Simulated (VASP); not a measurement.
**Cu: single point with PBE**

Crystal: Cu.

```
Cu
1.0
     0.00000    1.80662    1.80662
     1.80662    0.00000    1.80662
     1.80662    1.80662    0.00000
Cu
1
Direct
  0.00000 0.00000 0.00000
```

```
Program             : VASP 6.6.1
Task                : single point
Functional          : PBE
Potentials or basis : VASP PAW PBE potentials, release 64 (Cu)
Cutoff              : 520 eV
k mesh              : 20 × 20 × 20
Occupations         : gaussian, width 0.1 eV
Spin                : no spin polarisation
```

```
Pressure : 2.4 GPa
```

Levels at points of the mesh, in eV from the Fermi level:
```csv
k point,band 2,band 3,band 4,band 5,band 6,band 7,band 8,band 9,band 10,band 11
"(0.00, 0.00, 0.00)",-3.00,-3.00,-3.00,-2.18,-2.18,22.63,25.29,25.29,25.29,27.78
"(0.50, 0.00, 0.00)",-3.04,-3.04,-1.61,-1.61,-0.98,3.79,21.12,22.12,22.12,25.12
"(0.50, 0.50, 0.00)",-4.40,-1.63,-1.47,-1.47,1.52,7.15,13.12,13.12,17.62,20.31
```

It took 51 s on 1 thread of AMD EPYC 7R43 64-Core Processor (Zen 3) (shared host), peak memory 0.11 GiB.
